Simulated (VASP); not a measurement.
## Cu8H: relaxation of the atoms with PBEsol

System: Cu8H, a slab with vacuum.

```
CELL_PARAMETERS angstrom
2.51980 0.00000 0.00000
-1.25990 2.18221 0.00000
0.00000 0.00000 33.41170
ATOMIC_POSITIONS crystal
Cu 0.33333 0.66667 0.25440
Cu 0.00000 0.00000 0.31602
Cu 0.66667 0.33333 0.37764
Cu 0.00000 0.00000 0.43926
Cu 0.33333 0.66667 0.50079
Cu 0.00000 0.00000 0.56215
Cu 0.66667 0.33333 0.62330
Cu 0.00000 0.00000 0.68449
H 0.33333 0.66667 0.70663
```

```yaml
Program: VASP 6.6.1
Task: relaxation of the atoms
Functional: PBEsol
Potentials_or_basis: VASP PAW PBE potentials, release 64 (Cu, H)
Cutoff: 520 eV
k_mesh: 12 × 12 × 1
Occupations: gaussian, width 0.1 eV
Spin: no spin polarisation
Dipole_correction: yes
Atoms_held_fixed_from_0: "[0, 1, 2, 3]"
Further_INCAR_settings: ALGO = Fast; EDIFF = 1e-06; IBRION = 2; EDIFFG = -0.03; NSW = 90
```

```yaml
Energy_gained_by_relaxing: 7.4 meV/atom
Ionic_steps: 15
Band_gap_on_the_k_mesh: zero (an odd number of electrons rules out a gap without spin polarisation)
```

Step by step:
| step | energy change (eV) | largest force on free atoms (eV/Å) | pressure (GPa) |
| --- | --- | --- | --- |
| 1 | 0.0000 | 0.6603 | 1.04 |
| 2 | -0.0251 | 0.4695 | 0.88 |
| 3 | -0.0457 | 0.2701 | 0.60 |
| 4 | -0.0524 | 0.1746 | 0.51 |
| 5 | -0.0550 | 0.2043 | 0.45 |
| 6 | -0.0553 | 0.1829 | 0.47 |
| 7 | -0.0585 | 0.0618 | 0.40 |
| 8 | -0.0587 | 0.0822 | 0.38 |
| 9 | -0.0587 | 0.0799 | 0.40 |
| 10 | -0.0595 | 0.0472 | 0.34 |
| 11 | -0.0605 | 0.0877 | 0.25 |
| 12 | -0.0610 | 0.0841 | 0.25 |
| 13 | -0.0624 | 0.0729 | 0.15 |
| 14 | -0.0645 | 0.0506 | 0.00 |
| 15 | -0.0668 | 0.0202 | -0.12 |

Final structure:
```
CELL_PARAMETERS angstrom
2.51980 0.00000 0.00000
-1.25990 2.18221 0.00000
0.00000 0.00000 33.41170
ATOMIC_POSITIONS crystal
Cu 0.33333 0.66667 0.25440
Cu 0.00000 0.00000 0.31602
Cu 0.66667 0.33333 0.37764
Cu 0.00000 0.00000 0.43926
Cu 0.33333 0.66667 0.50078
Cu 0.00000 0.00000 0.56231
Cu 0.66667 0.33333 0.62400
Cu 0.00000 0.00000 0.68811
H 0.33333 0.66667 0.71395
```

Levels at points of the mesh, in eV from the Fermi level:
| k point | band 41 | band 42 | band 43 | band 44 | band 45 | band 46 | band 47 | band 48 | band 49 | band 50 |
| --- | --- | --- | --- | --- | --- | --- | --- | --- | --- | --- |
| (0.00, 0.00, 0.00) | -1.97 | -1.80 | -1.80 | -1.78 | -1.67 | -1.67 | -1.59 | -1.59 | -0.59 | 3.97 |
| (0.50, 0.00, 0.00) | -1.25 | -0.39 | 0.01 | 0.31 | 1.04 | 1.25 | 1.50 | 1.65 | 2.87 | 4.85 |

It took 61 min on 1 thread of Oxide Virtual Turin-like Processor, on a shared host, peak memory 0.37 GiB.

Caveat: the PAW data sets were made with another functional, which shifts forces and pressure a little.
